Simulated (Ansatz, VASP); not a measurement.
# SiC in VASP and in Ansatz

```
Si C
1.0
     0.00000    2.26517    2.11920
     2.26517    0.00000    2.11920
     2.26517    2.26517    0.00000
Si C
1 1
Direct
  0.00000 0.00000 0.00000
  0.25000 0.25000 0.25000
```

Change from the starting cell: epitaxial_xy strain +4.0%.

Alike in both runs: task single point; functional PBE; k mesh 10 × 10 × 10; occupations fermi-dirac, width 0.02 eV; no spin polarisation.

```csv
,VASP,Ansatz
version,VASP 6.6.1,Ansatz 0.2.0
potentials or method,"VASP PAW PBE potentials, release 64 (Si, C)","plane waves, PAW"
plane-wave cutoff (eV),520,420
valence electrons in the cell,8,8
```

```csv
,VASP,Ansatz,Ansatz less VASP
gap on the k mesh at the Fermi level (eV),0.77,0.77,+0.002
pressure (GPa),-7.2,-7.2,+0.03
"traceless stress, the component that is largest in VASP (GPa)",9.89,9.87,-0.023
```
